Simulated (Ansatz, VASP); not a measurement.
# Ga3Sb: VASP beside Ansatz

INCAR

```
ALGO = Fast ; EDIFF = 1E-6
EDIFFG = -0.04 ; ENCUT = 600
GGA = PE ; IBRION = 2
ISIF = 3 ; ISMEAR = 0
LASPH = True ; LCHARG = False
LREAL = False ; LWAVE = False
NELM = 60 ; NSW = 90
PREC = Accurate ; SIGMA = 0.1
```

File KPOINTS:

```
k-points
0
Gamma
  6 6 4
```

POSCAR

```
Ga3Sb
1.0
    5.0686151900      0.0000000000      0.0000000000
   -2.5343076000      4.3895495200      0.0000000000
    0.0000000000      0.0000000000      4.6256842400
Ga Sb
3 1
Direct
    0.5000000000      0.0000000000      0.2447805100
    0.0000000000      0.5000000000      0.2447805100
    0.5000000000      0.5000000000      0.2447805100
    0.0000000000      0.0000000000      0.1404091500
```

Input for Ansatz:

```yaml
crystal:
  lattice:
    - [5.06861519, 0.0, 0.0]
    - [-2.5343076, 4.38954952, 0.0]
    - [0.0, 0.0, 4.62568424]
  atoms:
    - { symbol: Ga, position: [0.5, 0.0, 0.24478051] }
    - { symbol: Ga, position: [0.0, 0.5, 0.24478051] }
    - { symbol: Ga, position: [0.5, 0.5, 0.24478051] }
    - { symbol: Sb, position: [0.0, 0.0, 0.14040915] }
basis:
  ecutwfc: 420
kpoints:
  mp_grid: { grid: [6, 6, 4] }
hamiltonian:
  xc: pbe
scf:
  occupations: { method: gaussian, width: 0.1 }
  lower_state_search: "off"
output:
  forces: true
  stress: true
  eigenvalues: true
relax:
  adjacent_minimum: "off"
  f_tol: 0.04
  max_steps: 70
  cell: { stress_tol: 0.4 }
```

Alike in both runs: task relaxation of cell and atoms; functional PBE; k mesh 6 × 6 × 4; occupations gaussian, width 0.1 eV; no spin polarisation.

```csv
,VASP,Ansatz
version,VASP 6.6.1,Ansatz 0.2.0
potentials or method,"VASP PAW PBE potentials, release 64 (Ga_d, Sb), cutoff 600 eV","scalar-relativistic, plane waves, PAW"
valence electrons in the cell,44,54
```

Ansatz gave:

```
gap on the k mesh at the Fermi level, each at its own relaxed structure (eV) : none
relaxed volume (Å³/atom)                                                     : 22.42
relaxed cell length with the largest relative difference (Å)                 : 3.360
```

Question: What did VASP give for the same quantities?

Answer: gap on the k mesh at the Fermi level, each at its own relaxed structure (eV): none; relaxed volume (Å³/atom): 22.46; relaxed cell length with the largest relative difference (Å): 3.264.

A gap of «none» marks a metal or a gap that the smearing closes. VASP's potentials hold 44 valence electrons a cell and Ansatz's 54, so a difference there can come from the potentials and not from the codes.

Neither program's run includes spin-orbit coupling.
